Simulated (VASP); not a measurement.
# Sb (R-3m) in VASP: a series of runs

The runs below take Sb through single point, with revPBE+D4, PBE.

Program: VASP 6.6.1. These are calculated values, not measurements. Logs are shortened: lines on timing, memory, paths and dates and some standing lists are left out, and cuts for length are marked.

### Step 1. The cell of the first run

The structure is trigonal, space group R-3m (No. 166). The conventional cell has a = 4.307 Å, b = 4.307 Å, c = 10.922 Å, α = 90.00°, β = 90.00°, γ = 120.00°. Within 3.8 Å of Sb (site symmetry 3m) lie 6 Sb at 2.92 to 3.26 Å.

### Step 2. Single point, revPBE+D4

The input, INCAR:

```
PREC = Accurate
ENCUT = 520
EDIFF = 1E-7
ISMEAR = -1
SIGMA = 0.05
LREAL = False
LASPH = True
NELM = 80
ALGO = Normal
ISIF = 2
LWAVE = False
LCHARG = False
GGA = RE
IVDW = 13
NBANDS = 12
```

The input, KPOINTS:

```
regular mesh
0
Gamma
  8 8 8
```

The input, POSCAR:

```
Sb
1.0
    2.1535422925      1.2433482223      3.6405059253
   -2.1535422925      1.2433482223      3.6405059253
    0.0000000000     -2.4866964446      3.6405059253
Sb
2
Direct
    0.7630578716      0.7630578716      0.7630578716
    0.2369421284      0.2369421284      0.2369421284
```

Potentials or basis: VASP PAW PBE potentials, release 64 (Sb).

Command:

```bash
$ cat potpaw_PBE.64/Sb/POTCAR > POTCAR
$ mpirun -np 1 vasp_std > vasp.out
```

OUTCAR:

```text
PREC = Accurate
   ENCUT = 520
   EDIFF = 1E-7
   ISMEAR = -1
   LREAL = False
   LASPH = True
   NELM = 80
   ISIF = 2
   GGA = RE
   IVDW = 13

 ion  position               nearest neighbor table
   1  0.763  0.763  0.763-   2 2.92   2 2.92   2 2.92   2 3.26   2 3.26   2 3.26
   2  0.237  0.237  0.237-   1 2.92   1 2.92   1 2.92   1 3.26   1 3.26   1 3.26

  LATTYP: Found a trigonal (rhomboedric) cell.
 ALAT       =     4.4087348071
 COS(alpha) =     0.5227907494

  Lattice vectors:

 A1 = (   2.1535422925,   1.2433482223,   3.6405059253)
 A2 = (  -2.1535422925,   1.2433482223,   3.6405059253)
 A3 = (   0.0000000000,  -2.4866964446,   3.6405059253)

Analysis of symmetry for initial positions (statically):
=====================================================================
 Subroutine PRICEL returns:
 Original cell was already a primitive cell.

 Routine SETGRP: Setting up the symmetry group for a
 trigonal (rhombohedral) supercell.

 Subroutine GETGRP returns: Found 12 space group operations
 (whereof 12 operations were pure point group operations)
 out of a pool of 12 trial point group operations.

The static configuration has the point symmetry D_3d.

Analysis of symmetry for dynamics (positions and initial velocities):
=====================================================================
 Subroutine PRICEL returns:
 Original cell was already a primitive cell.

 Routine SETGRP: Setting up the symmetry group for a
 trigonal (rhombohedral) supercell.

 Subroutine GETGRP returns: Found 12 space group operations
 (whereof 12 operations were pure point group operations)
 out of a pool of 12 trial point group operations.

The dynamic configuration has the point symmetry D_3d.

 Subroutine INISYM returns: Found 12 space group operations
 (whereof 12 operations are pure point group operations),
 and found     1 'primitive' translations

----------------------------------------------------------------------------------------

                                     Primitive cell

  volume of cell :      58.4870

  direct lattice vectors                    reciprocal lattice vectors
     2.153542293  1.243348222  3.640505925     0.232175612  0.134046652  0.091562365
    -2.153542293  1.243348222  3.640505925    -0.232175612  0.134046652  0.091562365
     0.000000000 -2.486696445  3.640505925     0.000000000 -0.268093304  0.091562365

  length of vectors
     4.408734807  4.408734807  4.408734807     0.283297876  0.283297876  0.283297876

  position of ions in fractional coordinates (direct lattice)
     0.763057872  0.763057872  0.763057872
     0.236942128  0.236942128  0.236942128

  ion indices of the primitive-cell ions
   primitive index   ion index
                 1           1
                 2           2

----------------------------------------------------------------------------------------

 KPOINTS: regular mesh

Automatic generation of k-mesh.
 Grid dimensions read from file:
 generate k-points for:    8    8    8

 Generating k-lattice:

  Cartesian coordinates                     Fractional coordinates (reciprocal lattice)
     0.029021952  0.016755832  0.011445296     0.125000000 -0.000000000  0.000000000
    -0.029021952  0.016755832  0.011445296    -0.000000000  0.125000000  0.000000000
     0.000000000 -0.033511663  0.011445296     0.000000000  0.000000000  0.125000000

  Length of vectors
     0.035412235  0.035412235  0.035412235

  Shift w.r.t. Gamma in fractional coordinates (k-lattice)
     0.000000000  0.000000000  0.000000000

 Subroutine IBZKPT returns following result:
 ===========================================

 Found     65 irreducible k-points:

 Following reciprocal coordinates:
            Coordinates               Weight
  0.000000  0.000000  0.000000      1.000000
  0.125000  0.000000  0.000000      6.000000
  0.250000  0.000000  0.000000      6.000000
  0.375000  0.000000 -0.000000      6.000000
  0.500000  0.000000  0.000000      3.000000
  0.125000  0.125000  0.000000      6.000000
[... 16 lines left out ...]
  0.250000  0.125000  0.125000      6.000000
  0.375000  0.125000  0.125000      6.000000
 [... further k-points ...]
   k-points           NKPTS =     65   k-points in BZ     NKDIM =     65   number of bands    NBANDS=     12
   number of dos      NEDOS =    301   number of ions     NIONS =      2
   total plane-waves  NPLWV =  46656
   dimension x,y,z NGX =    36 NGY =   36 NGZ =   36
   dimension x,y,z NGXF=    72 NGYF=   72 NGZF=   72
   ions per type =               2
   NGX,Y,Z   is equivalent  to a cutoff of  13.57, 13.57, 13.57 a.u.
   NGXF,Y,Z  is equivalent  to a cutoff of  27.15, 27.15, 27.15 a.u.
 SYSTEM =  unknown system
   PREC   = accura    normal or accurate (medium, high low for compatibility)
   ISTART =      0    job   : 0-new  1-cont  2-samecut
   ICHARG =      2    charge: 1-file 2-atom 10-const
   ISPIN  =      1    spin polarized calculation?
   LNONCOLLINEAR =      F non collinear calculations
   LSORBIT =      F    spin-orbit coupling
   LASPH  =      T    aspherical Exc in radial PAW
   ENCUT  =  520.0 eV  38.22 Ry    6.18 a.u.   8.20  8.20  8.20*2*pi/ulx,y,z
   NELM   =     80;   NELMIN=  2; NELMDL= -5     # of ELM steps
   EDIFF  = 0.1E-06   stopping-criterion for ELM
   LREAL  =      F    real-space projection
   EDIFFG = 0.1E-05   stopping-criterion for IOM
   NSW    =      0    number of steps for IOM
   IBRION =     -1    ionic relax: 0-MD 1-quasi-New 2-CG
   NFREE  =      0    steps in history (QN), initial steepest desc. (CG)
   ISIF   =      2    stress and relaxation
   ISYM   =      2    0-nonsym 1-usesym 2-fastsym
   POTIM  = 0.5000    time-step for ionic-motion
   TEBEG  =    0.0;   TEEND  =   0.0 temperature during run
   PSTRESS=    0.0 pullay stress
   NELECT =      10.0000    total number of electrons
   NUPDOWN=      -1.0000    fix difference up-down
   EMIN   =  10.00;   EMAX   =-10.00  energy-range for DOS
   EFERMI =   0.00;   METHOD = LEGACY
   ISMEAR =    -1;   SIGMA  =   0.05  broadening in eV -4-tet -1-fermi 0-gaus
   EFERMI_NEDOS =   21; number of points for ismear=-14 and -15
   IALGO  =     38    algorithm
   IMIX   =      4    mixing-type and parameters
     AMIX     =   0.40;   BMIX     =  1.00
     AMIX_MAG =   1.60;   BMIX_MAG =  1.00
  volume/ion in A,a.u.               =      29.24       197.34
  Fermi-wavevector in a.u.,A,eV,Ry     =   0.908633  1.717067 11.233156  0.825614
  Thomas-Fermi vector in A             =   2.032582
   LORBIT       =      0    0 simple, 1 ext, 2 COOP (PROOUT), +10 PAW based schemes
   GGA     = RE    functional components
   LHFCALC =     F    Hartree Fock is set to
   AEXX    =    0.0000 exact exchange contribution
   IVDW    =    13    specifies the selected vdW correction
   LEPSILON=     F    determine dielectric tensor
   LRPA    =     F    only Hartree local field effects (RPA)
 non-spin polarized calculation
  energy-cutoff  :      520.00
  volume of cell :       58.49
 maximum number of plane-waves:      1588
 NGX is ok and might be reduce to    36
   NGX = 17   NGY = 17   NGZ = 17

 number of electron      10.0000000 magnetization

 Free energy of the ion-electron system (eV)
  ---------------------------------------------------
  ext. energy  EPLUGINS =         0.00000000
  ---------------------------------------------------
  free energy    TOTEN  =        -7.57854189 eV

  energy without entropy =       -7.57540726  energy(sigma->0) =       -7.57697457

 E-fermi :   7.7608     XC(G=0):  -9.6365

 val. band max:        7.6078684832   @ k =   0.5000   0.0000   0.0000
 cond. band min:       7.7610443068   @ k =   0.3750   0.2500   0.2500
 fundamental gap:      0.1531758236
 Fermi energy:         7.7608108968

 k-point     1 :       0.0000    0.0000    0.0000
  band No.  band energies     occupation
      1      -5.1400      2.00000
      2       3.1700      2.00000
      3       5.7368      2.00000
      4       5.8460      2.00000
      5       5.8460      2.00000
      6      10.1590      0.00000
      7      10.6164      0.00000
      8      10.6164      0.00000
      9      12.5920      0.00000
     10      12.5920      0.00000
     11      12.7691      0.00000
     12      14.3334      0.00000

 k-point     2 :       0.1250    0.0000    0.0000
  band No.  band energies     occupation
      1      -4.9639      2.00000
      2       2.3203      2.00000
      3       5.7667      2.00000
      4       5.8358      2.00000
      5       6.2851      2.00000
      6       9.8759      0.00000
      7      10.0943      0.00000
      8      10.1494      0.00000
      9      12.2257      0.00000
     10      12.6784      0.00000
     11      12.7490      0.00000
     12      15.3911      0.00000

 k-point     3 :       0.2500    0.0000    0.0000
  band No.  band energies     occupation
      1      -4.4396      2.00000
      2       0.7367      2.00000
      3       5.8440      2.00000
      4       5.8452      2.00000
      5       6.8105      2.00000
      6       8.9941      0.00000
      7       9.0850      0.00000
      8       9.2176      0.00000
      9      12.6967      0.00000
     10      13.3415      0.00000
     11      13.6276      0.00000
     12      17.4922      0.00000
[... 286 lines left out ...]
 k-point    23 :       0.2500    0.1250    0.1250
  band No.  band energies     occupation
      1      -4.7030      2.00000
      2       1.4595      2.00000
      3       4.9211      2.00000
      4       6.2923      2.00000
      5       7.2482      1.99993
      6       8.8411      0.00000
      7       8.9327      0.00000
      8      10.9184      0.00000
      9      12.3635      0.00000
     10      12.8202      0.00000
     11      13.8903      0.00000
     12      15.2000      0.00000

 k-point    24 :       0.3750    0.1250    0.1250
  band No.  band energies     occupation
      1      -4.0840      2.00000
      2       0.1525      2.00000
      3       4.3852      2.00000
      4       6.3568      2.00000
      5       7.8018      0.61145
      6       8.0078      0.01422
      7       8.1084      0.00191
      8      10.9621      0.00000
      9      12.6825      0.00000
     10      13.5520      0.00000
     11      15.2925      0.00000
     12      16.6454      0.00000

 [... further k-points ...]

------------------------ aborting loop because EDIFF is reached ----------------------------------------

  DFT-D4 for vdW energy calculation

  Edisp (eV):   -1.67139

  FORCE on cell =-STRESS in cart. coord.  units (eV):
  Direction    XX          YY          ZZ          XY          YZ          ZX
  --------------------------------------------------------------------------------------
  -------------------------------------------------------------------------------------
  Total       0.01740     0.01740     0.00226     0.00000     0.00000    -0.00000
  in kB       0.47656     0.47656     0.06191     0.00000     0.00000    -0.00000
  external pressure =        0.34 kB  Pullay stress =        0.00 kB

 VOLUME and BASIS-vectors are now :
 -----------------------------------------------------------------------------
  energy-cutoff  :      520.00
  volume of cell :       58.49
      direct lattice vectors                 reciprocal lattice vectors
     2.153542293  1.243348222  3.640505925     0.232175612  0.134046652  0.091562365
    -2.153542293  1.243348222  3.640505925    -0.232175612  0.134046652  0.091562365
     0.000000000 -2.486696445  3.640505925     0.000000000 -0.268093304  0.091562365

 POSITION                                       TOTAL-FORCE (eV/Angst)
 -----------------------------------------------------------------------------------
      0.00000      0.00000      8.33375         0.000000     -0.000000     -0.031984
      0.00000      0.00000      2.58777         0.000000      0.000000      0.031984
 -----------------------------------------------------------------------------------
    total drift:                               -0.000000      0.000000      0.000000

  FREE ENERGIE OF THE ION-ELECTRON SYSTEM (eV)
  ---------------------------------------------------
  free  energy   TOTEN  =        -9.2499363526 eV

  energy  without entropy=       -9.2468017232  energy(sigma->0) =       -9.24836904
```

Run time: 21 s. Hardware: 1 thread of AMD EPYC 9R45 (Zen 5), shared host; peak memory 0.19 GiB.

What came out:

- Free energy: -9.2499 eV
- Pressure: 0.0 GPa
- Largest force: 0.032 eV/Å
- Band gap on the k mesh: zero (bands 5 and 6 overlap by 0.22 eV)
- Dispersion energy per atom: -0.836 eV

Forces in eV/Å, atoms in the order of the input:
```
Sb   0.000  0.000 -0.032
Sb   0.000  0.000  0.032
```

Caveat: the PAW data sets were made with another functional, which shifts forces and pressure a little; spin-orbit coupling is left out, which moves the levels of the heavy elements.

### Step 3. Single point, PBE

This run uses another cell than the first one, of 30.21 Å³/atom.

The input, INCAR:

```
SYSTEM = Sb
ALGO = Normal
EDIFF = 1E-6
ENCUT = 520
GGA = PE
ISIF = 2
ISMEAR = 0
LASPH = .TRUE.
LCHARG = .FALSE.
LREAL = .FALSE.
LWAVE = .FALSE.
NBANDS = 12
NELM = 60
PREC = Accurate
SIGMA = 0.014
```

The input, KPOINTS:

```
k-points
0
G
  8 8 8
  0 0 0
```

The input, POSCAR:

```
Sb
1.0
    2.1542000000      1.2437279499      3.7580000000
   -2.1542000000      1.2437279499      3.7580000000
    0.0000000000     -2.4874558998      3.7580000000
Sb
2
Direct
    0.7665100000      0.7665100000      0.7665100000
    0.2334900000      0.2334900000      0.2334900000
```

Potentials or basis: VASP PAW PBE potentials, release 64 (Sb).

Command:

```bash
$ cat potpaw_PBE.64/Sb/POTCAR > POTCAR
$ mpirun -np 1 vasp_std > vasp.out
```

Run time: 20 s. Hardware: 1 thread of AMD EPYC 9R45 (Zen 5), shared host; peak memory 0.19 GiB.

The run converged. Its results:

```yaml
Free_energy: -8.2562 eV
Pressure: 2.8 GPa
Largest_force: 0.185 eV/Å
Band_gap_on_the_k_mesh: zero (bands 5 and 6 overlap by 0.30 eV)
```

Forces in eV/Å, atoms in the order of the input:
```
Sb   0.000  0.000 -0.185
Sb   0.000  0.000  0.185
```

Stress tensor (GPa, compression positive):
```
3.03 0.00 0.00
0.00 3.03 0.00
0.00 0.00 2.28
```

Levels at points of the mesh, in eV from the Fermi level:
| k point | band 3 | band 4 | band 5 | band 6 | band 7 | band 8 |
| --- | --- | --- | --- | --- | --- | --- |
| (0.00, 0.00, 0.00) | -2.16 | -1.89 | -1.89 | 1.97 | 2.60 | 2.60 |
| (0.50, 0.00, 0.00) | -2.04 | -1.92 | -0.38 | -0.30 | 0.10 | 0.41 |
| (0.50, 0.50, 0.00) | -5.53 | -3.85 | -3.76 | 1.43 | 4.85 | 5.43 |
| (0.50, 0.50, 0.50) | -1.41 | -1.41 | -0.57 | 0.04 | 0.04 | 1.04 |

Caveat: spin-orbit coupling is left out, which moves the levels of the heavy elements.

[end of part 1 of 2]
